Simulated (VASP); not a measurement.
# C (a cell with a defect) in VASP: a series of runs, part 2 of 2

VASP 6.6.1. Earlier steps stand in the parts before.

### Step 3. Single point, PBE, collinear spin

The input, INCAR:

```
PREC     = Accurate       # precision mode
ENCUT    = 520            # plane-wave cutoff, eV
EDIFF    = 1E-7           # SCF threshold, eV
ISMEAR   = 0              # smearing method
SIGMA    = 0.05           # smearing width, eV
LREAL    = Auto         
LASPH    = True           # aspherical terms in the spheres
NELM     = 150            # most SCF steps
ALGO     = Normal         # electronic algorithm
ISIF     = 2              # what is computed and relaxed
LWAVE    = False          # write WAVECAR
LCHARG   = False          # write CHGCAR
ISPIN    = 2              # spin polarisation
MAGMOM   = 0 -0.01 0 0 0 0 0 -0.01 0 0 -0.01 0 0 0 0 0 0 0 -0.01 -0.01 0 -0.01 0 -0.01 0 0 0 0 0 0 0 0 0.05 0.33 0.05 0 0.01 0 0 0.03 0 0.03 0 0 0 0.01 0 0.02 0 0 0.02 0 0.03 0.01 0 0.01 0.03 0.02 0 0.02 0 0.02 0 # initial moments
LORBIT   = 11             # projections on sites
GGA      = PE             # functional
NBANDS   = 167            # bands
LUSENCCL = False
```

The input, KPOINTS:

```
Automatic mesh
0
Gamma
  3 3 3
```

The input, POSCAR:

```
C
1.0
   -4.9121150000     -2.8360110000      6.6940230000
    4.9121150000     -2.8360110000      6.6940230000
    0.0000000000      5.6720220000      6.6940230000
C
63
Direct
    0.4165689866      0.1680536501      0.1664098747
    0.6803186006      0.4023390736      0.1660210345
    0.9163378070      0.6678801803      0.1662062059
    0.6640514872      0.1619558893      0.4216710083
    0.9160289547      0.4175475759      0.4159086582
    0.9162446888      0.1677564455      0.6661676747
    0.1661013099      0.4176154229      0.1660069817
    0.4167751340      0.6658558974      0.1662792572
    0.6668776286      0.9183888991      0.1667303350
    0.1661711902      0.1676758198      0.4160461942
    0.4200663523      0.4152685084      0.4131709279
    0.6664312505      0.6679466756      0.4162872969
    0.9128015879      0.9129916659      0.4215771035
    0.4142962068      0.1658548450      0.6681152036
    0.6663046958      0.4177840352      0.6661529599
    0.9166606522      0.6631627489      0.6679941630
    0.6666640569      0.1681695355      0.9165319274
    0.9214014343      0.4120171196      0.9149032671
    0.1533128015      0.9294433663      0.1660396904
    0.1661408946      0.6690013524      0.4131019257
    0.4165615308      0.9180716644      0.4164154073
    0.1690013514      0.4180159413      0.6611315653
    0.4163803339      0.6678946830      0.6662770597
    0.6636348685      0.9126676435      0.6713250589
    0.1632129416      0.1704621223      0.9149983205
    0.4163657864      0.4178702901      0.9162831190
    0.6673825914      0.6621162058      0.9188638639
    0.9165782968      0.9180967174      0.9164541871
    0.1663312241      0.9178765102      0.6662142448
    0.1662893822      0.6678139744      0.9162149366
    0.4132015432      0.9164785223      0.9189423105
    0.5834093700      0.0849455478      0.0832429526
    0.8520120923      0.3186762608      0.0776648395
    0.8243052014      0.0733873865      0.3489962448
    0.0697599844      0.1011605773      0.0776991256
    0.3329151126      0.3344671054      0.0828065419
    0.5883516567      0.5756388941      0.0846173656
    0.8332906539      0.8348034488      0.0831117637
    0.3330416074      0.0845797342      0.3328962292
    0.5863332488      0.3290836796      0.3328880650
    0.8328503967      0.5843621622      0.3326896395
    0.5799418590      0.0793199692      0.5883751082
    0.8327512833      0.3342779965      0.5825943752
    0.8331450679      0.0846689573      0.8329786281
    0.0828211896      0.5843217226      0.0826862749
    0.3266039911      0.8374451828      0.0846486257
    0.0825278383      0.3340533117      0.3323788109
    0.3340662234      0.5831045080      0.3313162102
    0.5832557055      0.8347794981      0.3330769798
    0.0828378908      0.0843588640      0.5826780956
    0.3356538298      0.3324084897      0.5800276439
    0.5829742518      0.5844740994      0.5827827496
    0.8301650587      0.8288555610      0.5882645082
    0.3305294446      0.0831077626      0.8347661724
    0.5830387610      0.3345393503      0.8329048182
    0.8339348809      0.5793669357      0.8346580897
    0.0799527597      0.8352685913      0.3327783759
    0.0832393711      0.5845702247      0.5799500129
    0.3330244768      0.8345738513      0.5828588817
    0.0872004220      0.3362045456      0.8247577345
    0.3329226155      0.5844483364      0.8328189544
    0.5806926486      0.8297188017      0.8375601262
    0.0829614195      0.8345101578      0.8328520444
```

Potentials or basis: VASP PAW PBE potentials, release 64 (C).

Run with:

```bash
> cat potpaw_PBE.64/C/POTCAR > POTCAR
> mpirun -np 1 vasp_std > vasp.out
```

OUTCAR:

```text
PREC = Accurate
   ENCUT = 520
   EDIFF = 1E-7
   ISMEAR = 0
   LREAL = Auto
   LASPH = True
   NELM = 150
   ISIF = 2
   ISPIN = 2
   LORBIT = 11
   GGA = PE

 ion  position               nearest neighbor table
   1  0.417  0.168  0.166-  32 1.42  39 1.42  36 1.42
   2  0.680  0.402  0.166-  40 1.42  33 1.46  37 1.48
   3  0.916  0.668  0.166-  41 1.42  38 1.42  45 1.42
   4  0.664  0.162  0.422-  34 1.37  42 1.42  40 1.42
   5  0.916  0.418  0.416-  43 1.42  47 1.42  41 1.42
   6  0.916  0.168  0.666-  44 1.42  50 1.42  43 1.42
[... 55 lines left out ...]
  62  0.581  0.830  0.838-  24 1.41  31 1.43  27 1.43
  63  0.083  0.835  0.833-  28 1.42  29 1.42  30 1.42

[... 4295 lines left out ...]
     -2.46635      0.04916      8.35199        -0.000840     -0.010323     -0.003077
     -2.44860     -1.42299     11.71109         0.004662     -0.003069     -0.006049
     -3.67666      0.70428     11.71567         0.001254     -0.003044      0.002471
[... 55 lines left out ...]
      1.22325      0.75072     15.04797        -0.004424     -0.003222      0.003991
      3.69169      2.12200     11.71671        -0.005544     -0.010745      0.001381
 -----------------------------------------------------------------------------------
    total drift:                               -0.030247     -0.014201      0.031760

  FREE ENERGIE OF THE ION-ELECTRON SYSTEM (eV)
  ---------------------------------------------------
  free  energy   TOTEN  =      -572.4671187224 eV

  energy  without entropy=     -572.4628529523  energy(sigma->0) =     -572.46498584

 total charge

# of ion       s       p       d       tot
------------------------------------------
    1        0.866   1.799   0.000   2.665
    2        0.847   1.717   0.000   2.564
    3        0.866   1.799   0.000   2.665
    4        0.874   1.822   0.000   2.696
    5        0.866   1.799   0.000   2.665
    6        0.866   1.799   0.000   2.665
[... 55 lines left out ...]
   62        0.864   1.788   0.000   2.652
   63        0.867   1.797   0.000   2.663
--------------------------------------------------
tot         54.520 112.432   0.000 166.952

 magnetization (x)

# of ion       s       p       d       tot
------------------------------------------
    1       -0.000  -0.001   0.000  -0.001
    2       -0.002  -0.012   0.000  -0.014
    3       -0.000  -0.001   0.000  -0.001
    4        0.000  -0.013   0.000  -0.013
    5       -0.000  -0.001   0.000  -0.001
    6       -0.000  -0.001   0.000  -0.002
[... 55 lines left out ...]
   62        0.002   0.025   0.000   0.027
   63        0.000   0.002   0.000   0.002
--------------------------------------------------
tot          0.129   0.817   0.000   0.946
```

Wall time 8.1 min (1 × NVIDIA H100 80GB with 1 thread of AMD EPYC 7R13 (Zen 3), shared host); peak memory 2.6 GiB.

Results:

- Free energy: -572.4671 eV
- Pressure: 3.3 GPa
- Largest force: 0.066 eV/Å
- Net moment: 1.57 μB per cell
- Site moments: C -0.00, -0.01, +0.00, +0.08, +0.52, +0.01, +0.05, +0.04, +0.03, +0.02 (each value once) μB
- Valence electrons inside the program's atomic spheres: C 2.67, 2.56, 2.70, 2.60, 2.65, 2.69, 2.68, 2.66, 2.42, 2.57, 2.59 (each value once)

Forces on the atoms (eV/Å):
```
C    0.007  0.000 -0.002
C   -0.013 -0.002  0.002
C    0.002 -0.002  0.002
C   -0.001 -0.010 -0.003
C    0.005 -0.003 -0.006
C    0.001 -0.003  0.002
C   -0.005  0.003  0.001
C    0.004  0.000 -0.006
C   -0.008  0.004 -0.003
C    0.004  0.000 -0.001
C    0.000  0.005 -0.005
C    0.002 -0.001 -0.001
C   -0.006 -0.029  0.002
C   -0.009 -0.001  0.004
C   -0.005  0.005  0.002
C    0.009  0.005  0.001
C    0.002 -0.002 -0.006
C    0.038 -0.009  0.001
C   -0.004 -0.003 -0.001
C    0.014  0.002  0.006
C    0.005 -0.002 -0.014
C    0.002  0.000 -0.006
C    0.003 -0.001  0.000
C    0.006  0.001  0.006
C    0.009 -0.016 -0.006
C    0.003 -0.001 -0.008
C    0.003 -0.007 -0.004
C    0.005 -0.002 -0.012
C   -0.005  0.004  0.000
C    0.003  0.001  0.004
C   -0.001 -0.005 -0.009
C    0.000 -0.001  0.002
C   -0.060  0.026 -0.001
C   -0.012 -0.023  0.007
C    0.054  0.035 -0.009
C    0.004  0.011  0.001
C    0.001  0.016 -0.007
C    0.006  0.008 -0.001
C   -0.002  0.001 -0.005
C    0.013  0.000 -0.005
C   -0.004  0.003  0.000
C    0.004 -0.001  0.003
C    0.005  0.010  0.006
C   -0.003  0.003 -0.005
C   -0.003  0.001  0.012
C   -0.006  0.012  0.007
C   -0.008 -0.008  0.000
C    0.004 -0.004  0.001
C   -0.005 -0.009 -0.004
C   -0.004  0.001  0.012
C    0.000  0.006  0.002
C   -0.003  0.002  0.011
C   -0.003  0.008  0.003
C   -0.006  0.001 -0.001
C   -0.006 -0.011  0.000
C    0.002 -0.002  0.004
C   -0.005 -0.002  0.005
C   -0.010 -0.013  0.010
C    0.005  0.007 -0.002
C   -0.012  0.006  0.010
C   -0.003  0.001 -0.001
C   -0.004 -0.003  0.004
C   -0.006 -0.011  0.001
```
